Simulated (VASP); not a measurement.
Wanted: the native input for a VASP 6.6.1 run.

```yaml
Task: single point
Functional: PBE
Potentials_or_basis: VASP PAW PBE potentials, release 64 (Sr_sv, Cl)
Cutoff: 520 eV
k_mesh: 6 × 6 × 6
Occupations: gaussian, width 0.01 eV
Spin: no spin polarisation
Dipole_correction: no
Further_INCAR_settings: ALGO = Normal; EDIFF = 1e-06; NBANDS = 19
```

The structure of SrCl2 lies in POSCAR:

```
SrCl2
1.0
    4.9769140294      0.0000000000      0.0000000000
    2.4884570147      4.3101339819      0.0000000000
    2.4884570147      1.4367113273      4.0636332886
Sr Cl
1 2
Direct
    0.0000000000      0.0000000000      0.0000000000
    0.2500000000      0.2500000000      0.2500000000
    0.7500000000      0.7500000000      0.7500000000
```

These files were run (other wordings do the same):

INCAR

```
SYSTEM = SrCl2
  PREC = Accurate
  ENCUT = 520
  EDIFF = 1E-6
  ISMEAR = 0
  SIGMA = 0.01
  LREAL = .FALSE.
  LASPH = .TRUE.
  NELM = 100
  ALGO = Normal
  ISIF = 2
  LWAVE = .FALSE.
  LCHARG = .TRUE.
  GGA = PE
  LELF = .TRUE.
  LVHAR = .TRUE.
  NBANDS = 19
```

KPOINTS

```
Automatic mesh
0
G
  6 6 6
  0 0 0
```

Potentials or basis: VASP PAW PBE potentials, release 64 (Sr_sv, Cl).

Command:

```sh
$ cat potpaw_PBE.64/Sr_sv/POTCAR potpaw_PBE.64/Cl/POTCAR > POTCAR
$ mpirun -np 1 vasp_std > vasp.out
```

Results of the run:

```
Pressure               : 0.1 GPa
Band gap on the k mesh : 5.24 eV (least direct gap 5.52 eV)
```

Wall time 25 s on 1 thread of Intel(R) Xeon(R) Platinum 8488C (Sapphire Rapids) (shared host), peak memory 0.23 GiB.
